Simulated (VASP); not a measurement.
## PC2: relaxation of cell and atoms with PBE

The system is PC2.

```
P C
1.0
     2.32213   -4.09170    0.00000
     2.32213    4.09170    0.00000
    -1.43842    0.00000    4.05802
P C
2 4
Cartesian
  2.3930 0.0000 3.3205
  0.8129 0.0000 0.7375
  1.5977 1.5015 3.9800
  1.6082 -1.5015 0.0780
  1.6082 1.5015 0.0780
  1.5977 -1.5015 3.9800
```

| Property | Result |
| --- | --- |
| Program | VASP 6.6.1 |
| Task | relaxation of cell and atoms |
| Functional | PBE |
| Potentials or basis | VASP PAW PBE potentials, release 64 (P, C) |
| Cutoff | 600 eV |
| k mesh | 8 × 8 × 8 |
| Occupations | gaussian, width 0.1 eV |
| Spin | no spin polarisation |
| Dipole correction | no |
| Further INCAR settings | ALGO = Normal; EDIFF = 1e-06; IBRION = 2; EDIFFG = -0.01; NSW = 100; ISIF = 3 |

```json
{
  "Relaxed volume": "12.63 Å³/atom",
  "Relaxed cell": "a = 4.692 Å, b = 4.692 Å, c = 4.246 Å, α = 99.41°, β = 99.41°, γ = 120.79°",
  "Space group after relaxing (to 0.1 Å)": "C2/m (No. 12)",
  "Energy gained by relaxing": "0.9 meV/atom",
  "Ionic steps": "23",
  "Pressure after relaxing": "0.0 GPa",
  "Largest force after relaxing": "0.006 eV/Å",
  "Band gap on the k mesh": "zero (bands 13 and 14 overlap by 1.27 eV)"
}
```

Forces in eV/Å, atoms in the order of the input:
```
P    0.000  0.000  0.000
P    0.000  0.000  0.000
C   -0.005 -0.004  0.002
C    0.005  0.004 -0.002
C    0.005 -0.004 -0.002
C   -0.005  0.004  0.002
```

Step by step:
```
step  energy change (eV)  largest force (eV/Å)  pressure (GPa)  volume (Å³)
   1              0.0000                0.1570           -0.12        77.11
   2              0.0012                0.3718           -0.08        77.00
   3             -0.0015                0.1233           -0.12        77.07
   4             -0.0036                0.0766           -0.14        76.93
   5             -0.0041                0.0838           -0.16        76.83
   6             -0.0044                0.0431            0.19        76.62
   7             -0.0045                0.0206            0.06        76.69
   8             -0.0046                0.0199           -0.17        76.71
   9             -0.0046                0.0167           -0.14        76.71
  10             -0.0047                0.0150           -0.12        76.64
  11             -0.0049                0.0508           -0.03        76.42
  12             -0.0049                0.0477           -0.03        76.39
  13             -0.0051                0.0396           -0.02        76.31
  14             -0.0052                0.0243           -0.01        76.15
  15             -0.0054                0.0228            0.02        75.83
  16             -0.0054                0.0205            0.02        75.86
  17             -0.0053                0.0154            0.00        76.01
  18             -0.0054                0.0190            0.01        75.88
  19             -0.0054                0.0199            0.01        75.87
  20             -0.0054                0.0108            0.01        75.85
  21             -0.0054                0.0176            0.00        75.83
  22             -0.0054                0.0109           -0.01        75.81
  23             -0.0054                0.0061           -0.02        75.79
```

Final structure:
```
CELL_PARAMETERS angstrom
2.31824 -4.07967 0.00898
2.31824 4.07967 0.00898
-1.42031 0.00000 4.00127
ATOMIC_POSITIONS crystal
P 0.77033 0.77033 0.81233
P 0.22967 0.22967 0.18767
C 0.46462 0.83150 0.97872
C 0.53538 0.16850 0.02128
C 0.16850 0.53538 0.02128
C 0.83150 0.46462 0.97872
```

Levels at points of the mesh, in eV from the Fermi level:
| k point | band 10 | band 11 | band 12 | band 13 | band 14 | band 15 | band 16 | band 17 |
| --- | --- | --- | --- | --- | --- | --- | --- | --- |
| (0.00, 0.00, 0.00) | -3.25 | -2.35 | -2.08 | -1.55 | 0.65 | 3.64 | 3.85 | 4.86 |
| (0.50, 0.00, 0.00) | -5.01 | -2.49 | -2.35 | -0.39 | 1.60 | 2.04 | 3.19 | 4.16 |
| (0.50, 0.50, 0.00) | -4.28 | -3.92 | -2.60 | -1.24 | -0.69 | 2.46 | 3.45 | 4.85 |
| (0.00, 0.00, 0.50) | -2.83 | -2.73 | -1.20 | -0.89 | 0.71 | 1.38 | 4.35 | 5.14 |
| (0.50, 0.00, 0.50) | -5.03 | -2.60 | -2.51 | -1.88 | 2.23 | 3.16 | 4.11 | 5.01 |
| (0.50, 0.50, 0.50) | -4.16 | -4.08 | -2.73 | -0.65 | 1.73 | 2.87 | 3.43 | 3.93 |

Run time: 20 min on 1 thread of AMD EPYC 9R45 96-Core Processor (Zen 5), with other jobs on the host, peak memory 0.34 GiB.
